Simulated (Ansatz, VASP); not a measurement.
## Te in VASP and in Ansatz

```
Te
1.0
     4.06187    0.00000    0.00000
    -2.03094    3.51768    0.00000
     0.00000    0.00000    4.39740
Te
2
Cartesian
  0.0000 2.3451 1.0993
  2.0309 1.1726 3.2980
```

Alike in both runs: functional PBE; k mesh 14 × 14 × 8; occupations fermi-dirac, width 0.05 eV; no spin polarisation.

Ansatz relaxed the structure, and its values are those at the end. VASP's run is a single point on that final structure, the one shown.

|  | VASP | Ansatz |
| --- | --- | --- |
| version | VASP 6.6.1 | Ansatz 0.2.0 |
| potentials or method | VASP PAW PBE potentials, release 64 (Te) | PAW with Ansatz's default frozen-core files, scalar-relativistic |
| plane-wave cutoff (eV) | 520 | 420 |
| valence electrons in the cell | 12 | 32 |

```tsv
	VASP	Ansatz	Ansatz less VASP
pressure (GPa)	0.0	0.0	+0.06
```

VASP's potentials hold 12 valence electrons a cell and Ansatz's 32, so a difference there can come from the potentials and not from the codes.

Neither program's run includes spin-orbit coupling.
